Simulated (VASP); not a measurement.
# Sb in VASP: notebook, part 2 of 2

VASP 6.6.1.

### Step 3. Single point, PBE

INCAR reads:

```
SYSTEM = Sb
PREC = Accurate
ENCUT = 520
EDIFF = 1E-6
ISMEAR = -1
SIGMA = 0.05
LREAL = .FALSE.
LASPH = .TRUE.
NELM = 80
ALGO = Normal
ISIF = 2
LWAVE = .FALSE.
LCHARG = .TRUE.
LDIPOL = .TRUE.
IDIPOL = 3
DIPOL = 0.5 0.5 0.500
GGA = PE
LELF = .TRUE.
LVHAR = .TRUE.
LVACPOTAV = .TRUE.
NBANDS = 20
```

KPOINTS reads:

```
Automatic mesh
0
G
  10 10 1
  0 0 0
```

POSCAR reads:

```
Sb
1.0
    3.3880510169      0.0000000000      0.0000000000
    0.0000000000      3.3880510169      0.0000000000
    0.0000000000      0.0000000000     25.5829000000
Sb
5
Direct
    0.0000000000      0.0000000000      0.3208838908
    0.5000000000      0.5000000000      0.4030292352
    0.0000000000      0.0000000000      0.5000000004
    0.5000000000      0.5000000000      0.5969707660
    0.0000000000      0.0000000000      0.6791161076
```

Potentials or basis: VASP PAW PBE potentials, release 64 (Sb).

Run with:

```
$ cat potpaw_PBE.64/Sb/POTCAR > POTCAR
$ mpirun -np 1 vasp_std > vasp.out
```

OUTCAR:

```text
SYSTEM = Sb
   PREC = Accurate
   ENCUT = 520
   EDIFF = 1E-6
   ISMEAR = -1
   LREAL = .FALSE.
   LASPH = .TRUE.
   NELM = 80
   ISIF = 2
   GGA = PE

 ion  position               nearest neighbor table
   1  0.000  0.000  0.321-   2 3.19   2 3.19   2 3.19   2 3.19
   2  0.500  0.500  0.403-   1 3.19   1 3.19   1 3.19   1 3.19   3 3.45   3 3.45   3 3.45   3 3.45

   3  0.000  0.000  0.500-   2 3.45   2 3.45   2 3.45   2 3.45   4 3.45   4 3.45   4 3.45   4 3.45

   4  0.500  0.500  0.597-   5 3.19   5 3.19   5 3.19   5 3.19   3 3.45   3 3.45   3 3.45   3 3.45

   5  0.000  0.000  0.679-   4 3.19   4 3.19   4 3.19   4 3.19

  LATTYP: Found a simple tetragonal cell.
 ALAT       =     3.3880510169
 C/A-ratio  =     7.5509193552
[... 683 lines left out ...]
  Total        0.1297752      0.1297752     -0.0863226      0.0000000      0.0000000      0.0000000
  in kB        0.7080314      0.7080314     -0.4709614      0.0000000      0.0000000      0.0000000
  external PRESSURE =       0.3150338 kB  Pullay stress =       0.0000000 kB

 VOLUME and BASIS-vectors are now :
 -----------------------------------------------------------------------------
  energy-cutoff  :      520.00
  volume of cell :      293.66
      direct lattice vectors                 reciprocal lattice vectors
     3.388051017  0.000000000  0.000000000     0.295154942  0.000000000  0.000000000
     0.000000000  3.388051017  0.000000000     0.000000000  0.295154942  0.000000000
     0.000000000  0.000000000 25.582900000     0.000000000  0.000000000  0.039088610

 POSITION                                       TOTAL-FORCE (eV/Angst)
 -----------------------------------------------------------------------------------
      0.00000      0.00000      8.20914        -0.000000      0.000000      0.007981
      1.69403      1.69403     10.31066         0.000000     -0.000000      0.000570
      0.00000      0.00000     12.79145         0.000000     -0.000000      0.000000
      1.69403      1.69403     15.27224         0.000000     -0.000000     -0.000570
      0.00000      0.00000     17.37376         0.000000      0.000000     -0.007981
 -----------------------------------------------------------------------------------
    total drift:                                0.000000     -0.000000     -0.000001

  FREE ENERGIE OF THE ION-ELECTRON SYSTEM (eV)
  ---------------------------------------------------
  free  energy   TOTEN  =       -18.7894239931 eV

  energy  without entropy=      -18.7619443389  energy(sigma->0) =      -18.77568417

 vacuum level on the upper side and lower side of the slab         5.814         5.814
```

OSZICAR:

```text
N       E                     dE             d eps       ncg     rms          rms(c)
DAV:   1     0.144266014014E+03    0.14427E+03   -0.74721E+03   840   0.883E+02
DAV:   2    -0.638790086487E+01   -0.15065E+03   -0.14441E+03  1192   0.155E+02
DAV:   3    -0.184803547976E+02   -0.12092E+02   -0.11895E+02  1048   0.499E+01
[... 12 lines left out ...]
DAV:  16    -0.187893881976E+02   -0.13305E-04   -0.32170E-06   844   0.436E-03    0.211E-03
DAV:  17    -0.187894045723E+02   -0.16375E-04   -0.11774E-06   804   0.258E-03    0.459E-04
DAV:  18    -0.187894141242E+02   -0.95519E-05   -0.34556E-07   680   0.143E-03    0.654E-04
DAV:  19    -0.187894230232E+02   -0.88990E-05   -0.77665E-07   736   0.164E-03    0.274E-04
DAV:  20    -0.187894239931E+02   -0.96990E-06   -0.38336E-08   672   0.513E-04
   1 F= -.18789424E+02 E0= -.18775684E+02  d E =-.274797E-01
```

stdout:

```text
POSCAR found type information on POSCAR Sb
 POSCAR found :  1 types and       5 ions
 scaLAPACK will be used
 LDA part: xc-table for (Slater+PW92), standard interpolation
 POSCAR, INCAR and KPOINTS ok, starting setup
 FFT: planning ... GRIDC
 FFT: planning ... GRID_SOFT
 FFT: planning ... GRID
 WAVECAR not read
 entering main loop
 -----------------------------------------------------------------------------
|                                                                             |
|           W    W    AA    RRRRR   N    N  II  N    N   GGGG   !!!           |
|           W    W   A  A   R    R  NN   N  II  NN   N  G    G  !!!           |
|           W    W  A    A  R    R  N N  N  II  N N  N  G       !!!           |
|           W WW W  AAAAAA  RRRRR   N  N N  II  N  N N  G  GGG   !            |
|           WW  WW  A    A  R   R   N   NN  II  N   NN  G    G                |
|           W    W  A    A  R    R  N    N  II  N    N   GGGG   !!!           |
|                                                                             |
|     Did not find any points to average over, which means that no vacuum     |
|     field-free region was found. Please increase the size of  your cell     |
|     in the dimension of the dipole correction to obtain accurate            |
|     workfunction values.                                                    |
|                                                                             |
 -----------------------------------------------------------------------------
```

Run time: 2.4 min. Hardware: 1 thread of Intel Xeon 6975P-C (Granite Rapids), shared host; peak memory 0.43 GiB.

Results:

```yaml
Free_energy: -18.7894 eV
Largest_force: 0.008 eV/Å
```

Forces in eV/Å, atoms in the order of the input:
```
Sb   0.000  0.000  0.008
Sb   0.000  0.000  0.001
Sb   0.000  0.000  0.000
Sb   0.000  0.000 -0.001
Sb   0.000  0.000 -0.008
```

Caveat: spin-orbit coupling is left out, which moves the levels of the heavy elements.

### Step 4. Single point, PBE

INCAR reads:

```
SYSTEM = Sb
PREC = Accurate
ENCUT = 520
EDIFF = 1E-6
ISMEAR = -1
SIGMA = 0.05
LREAL = .FALSE.
LASPH = .TRUE.
NELM = 60
ALGO = Normal
ISIF = 2
LWAVE = .FALSE.
LCHARG = .FALSE.
LDIPOL = .TRUE.
IDIPOL = 3
DIPOL = 0.5 0.5 0.500
GGA = PE
NBANDS = 20
EFIELD = -0.5
```

KPOINTS is that of step 3.

POSCAR is that of step 3.

Run with:

```
$ cat potpaw_PBE.64/Sb/POTCAR > POTCAR
$ mpirun -np 1 vasp_std > vasp.out
```

It took 3 min on 1 thread of Intel Xeon 6975P-C (Granite Rapids), shared host; peak memory 0.42 GiB.

The run converged. Its results:

```
Free energy   : -18.8866 eV
Largest force : 0.020 eV/Å
```

Forces on the atoms (eV/Å):
```
Sb   0.000  0.000 -0.011
Sb   0.000  0.000  0.020
Sb   0.000  0.000 -0.018
Sb   0.000  0.000  0.018
Sb   0.000  0.000 -0.010
```

Levels at points of the mesh, in eV from the Fermi level:
| k point | band 7 | band 8 | band 9 | band 10 | band 11 | band 12 | band 13 | band 14 | band 15 | band 16 |
| --- | --- | --- | --- | --- | --- | --- | --- | --- | --- | --- |
| (0.00, 0.00, 0.00) | -2.23 | 0.04 | 0.30 | 0.30 | 0.63 | 0.63 | 1.94 | 2.18 | 2.18 | 2.37 |
| (0.50, 0.00, 0.00) | -4.99 | -4.35 | -3.84 | -2.64 | -1.04 | 0.36 | 1.12 | 2.13 | 2.84 | 3.03 |
| (0.50, 0.50, 0.00) | -4.87 | -4.51 | -4.51 | -2.95 | -2.95 | -1.29 | -1.14 | -1.14 | -1.11 | -0.59 |

Caveat: spin-orbit coupling is left out, which moves the levels of the heavy elements.

### Step 5. Single point, PBE

INCAR reads:

```
ALGO = Normal
DIPOL = 0.5 0.5 0.500
EDIFF = 1E-7
EFIELD = -0.5
ENCUT = 520
GGA = PE
IDIPOL = 3
ISIF = 2
ISMEAR = -1
LASPH = T
LCHARG = F
LDIPOL = T
LREAL = F
LWAVE = F
NBANDS = 20
NELM = 100
PREC = Accurate
SIGMA = 0.05
```

KPOINTS reads:

```
k-points
0
Gamma
  10 10 1
```

POSCAR is that of step 4.

Run with:

```
$ cat potpaw_PBE.64/Sb/POTCAR > POTCAR
$ mpirun -np 1 vasp_std > vasp.out
```

Wall time 3.3 min (1 thread of Intel Xeon 6975P-C (Granite Rapids), shared host); peak memory 0.42 GiB.

The run converged. Its results:

```yaml
Free_energy: -18.8866 eV
Largest_force: 0.021 eV/Å
```

Forces on the atoms (eV/Å):
```
Sb   0.000  0.000 -0.011
Sb   0.000  0.000  0.021
Sb   0.000  0.000 -0.018
Sb   0.000  0.000  0.018
Sb   0.000  0.000 -0.010
```

Levels at points of the mesh, in eV from the Fermi level:
```csv
k point,band 7,band 8,band 9,band 10,band 11,band 12,band 13,band 14,band 15,band 16
"(0.00, 0.00, 0.00)",-2.23,0.04,0.30,0.30,0.63,0.63,1.94,2.18,2.18,2.38
"(0.50, 0.00, 0.00)",-4.99,-4.35,-3.84,-2.64,-1.04,0.36,1.12,2.13,2.84,3.03
"(0.50, 0.50, 0.00)",-4.87,-4.51,-4.51,-2.95,-2.95,-1.29,-1.14,-1.14,-1.11,-0.59
```

Caveat: spin-orbit coupling is left out, which moves the levels of the heavy elements.
